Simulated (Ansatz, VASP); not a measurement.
Two plane-wave programs on NaF

Contents of INCAR:

```
SYSTEM = NaF
PREC     = Accurate       ! precision mode
ENCUT    = 520            ! plane-wave cutoff, eV
EDIFF    = 1E-7           ! SCF threshold, eV
ISMEAR   = 0              ! smearing method
SIGMA    = 0.01           ! smearing width, eV
LREAL    = .False.        ! projectors in reciprocal space
LASPH    = .True.         ! aspherical terms in the spheres
NELM     = 100            ! most SCF steps
ALGO     = Normal         ! electronic algorithm
ISIF     = 2              ! what is computed and relaxed
LWAVE    = .False.        ! write WAVECAR
LCHARG   = .False.        ! write CHGCAR
GGA      = PE             ! functional
NBANDS   = 14             ! bands
```

KPOINTS

```
regular mesh
0
Gamma
  8 8 8
  0 0 0
```

File POSCAR:

```
NaF
1.0
    0.0000000000      2.3260074025      2.3260074025
    2.3260074025      0.0000000000      2.3260074025
    2.3260074025      2.3260074025      0.0000000000
Na F
1 1
Direct
    0.0000000000      0.0000000000      0.0000000000
    0.5000000000      0.5000000000      0.5000000000
```

Input for Ansatz:

```yaml
crystal:
  lattice:
    - [0.0, 2.3260074025, 2.3260074025]
    - [2.3260074025, 0.0, 2.3260074025]
    - [2.3260074025, 2.3260074025, 0.0]
  atoms:
    - { symbol: Na, position: [0.0, 0.0, 0.0] }
    - { symbol: F, position: [0.5, 0.5, 0.5] }
kpoints:
  mp_grid: { grid: [8, 8, 8] }
hamiltonian:
  xc: pbe
scf:
  occupations: { method: fixed }
  n_extra_bands: 4
output:
  forces: true
  stress: true
  eigenvalues: true
```

Alike in both runs: task single point; functional PBE; k mesh 8 × 8 × 8; no spin polarisation.

|  | VASP | Ansatz |
| --- | --- | --- |
| version | VASP 6.6.1 | Ansatz 0.2.0 |
| potentials or method | VASP PAW PBE potentials, release 64 (Na_pv, F) | plane waves, PAW |
| plane-wave cutoff (eV) | 520 | 420 |
| occupations | gaussian, width 0.01 eV | fixed |
| valence electrons in the cell | 14 | 16 |

```tsv
	VASP	Ansatz	Ansatz less VASP
gap on the k mesh at the Fermi level (eV)	6.24	6.25	+0.016
pressure (GPa)	1.4	1.5	+0.12
```

VASP's potentials hold 14 valence electrons a cell and Ansatz's 16, so a difference there can come from the potentials and not from the codes.
